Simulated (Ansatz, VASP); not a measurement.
**Two plane-wave programs on HfB**

The input INCAR:

```
PREC = Accurate
ENCUT = 520
EDIFF = 1E-6
ISMEAR = 0
SIGMA = 0.15
LREAL = F
LASPH = T
NELM = 80
ALGO = Normal
ISIF = 2
LWAVE = F
LCHARG = F
GGA = PS
NBANDS = 14
```

KPOINTS

```
regular mesh
0
Gamma
  18 18 18
```

The input POSCAR:

```
HfB
1.0
    0.0000000000      2.2522500000      2.4255000000
    2.2522500000      0.0000000000      2.4255000000
    2.2522500000      2.2522500000      0.0000000000
Hf B
1 1
Direct
    0.5000000000      0.5000000000      0.5000000000
    0.0000000000      0.0000000000      0.0000000000
```

Input for Ansatz:

```yaml
crystal:
  lattice:
    - [0.0, 2.25225, 2.4255]
    - [2.25225, 0.0, 2.4255]
    - [2.25225, 2.25225, 0.0]
  atoms:
    - { symbol: Hf, position: [0.5, 0.5, 0.5] }
    - { symbol: B, position: [0.0, 0.0, 0.0] }
basis:
  ecutwfc: 420
kpoints:
  mp_grid: { grid: [18, 18, 18] }
hamiltonian:
  xc: pbesol
scf:
  occupations: { method: gaussian, width: 0.15 }
output:
  forces: true
  stress: true
  eigenvalues: true
```

Change from the starting cell: strain -0.025 along x and y, +0.050 along z, atoms carried along.

Alike in both runs: task single point; functional PBEsol; k mesh 18 × 18 × 18; occupations gaussian, width 0.15 eV; no spin polarisation.

|  | VASP | Ansatz |
| --- | --- | --- |
| version | VASP 6.6.1 | Ansatz 0.2.0 |
| potentials or method | VASP PAW PBE potentials, release 64 (Hf_pv, B), cutoff 520 eV | scalar-relativistic, plane waves, PAW |
| valence electrons in the cell | 13 | 29 |

|  | VASP | Ansatz | Ansatz less VASP |
| --- | --- | --- | --- |
| gap on the k mesh at the Fermi level (eV) | none | none | - |
| pressure (GPa) | 27.0 | 25.9 | -1.17 |
| traceless stress, the component that is largest in VASP (GPa) | -24.58 | -24.13 | +0.450 |

VASP's potentials were made for PBE, not for PBEsol. A gap of «none» marks a metal or a gap that the smearing closes. VASP's potentials hold 13 valence electrons a cell and Ansatz's 29, so a difference there can come from the potentials and not from the codes.

Spin-orbit coupling is off throughout.
